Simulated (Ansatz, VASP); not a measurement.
# AlGaN2 in VASP and in Ansatz

```
Al Ga N
1.0
     3.04266    0.00000    0.00000
     0.00000    3.04266    0.00000
     0.00000    0.00000    4.71405
Al Ga N
1 1 2
Cartesian
  1.5213 1.5213 2.3570
  0.0000 0.0000 0.0000
  1.5213 0.0000 3.4802
  0.0000 1.5213 1.2338
```

Alike in both runs: task single point; functional LDA; k mesh 8 × 8 × 6; occupations gaussian, width 0.05 eV; no spin polarisation.

|  | VASP | Ansatz |
| --- | --- | --- |
| version | VASP 6.6.1 | Ansatz 0.2.0 |
| potentials or method | VASP PAW LDA potentials, release 64 (Al, Ga_d, N), cutoff 520 eV | scalar-relativistic, plane waves, PAW |
| valence electrons in the cell | 26 | 26 |

Ansatz gave:

* gap on the k mesh at the Fermi level (eV): 2.65
* least direct gap on the mesh (eV): 2.65
* pressure (GPa): -5.4
* traceless stress, the component that is largest in VASP (GPa): -10.87
* rms of the force components (eV/Å): 0.147

Question: Which values does VASP return?

Answer: gap on the k mesh at the Fermi level (eV): 2.66; least direct gap on the mesh (eV): 2.66; pressure (GPa): -4.6; traceless stress, the component that is largest in VASP (GPa): -10.78; rms of the force components (eV/Å): 0.135.

LDA's correlation is that of Perdew and Zunger in VASP and of Perdew and Wang (1992) in Ansatz. Atom by atom the forces differ by 0.012 eV/Å (rms over components).
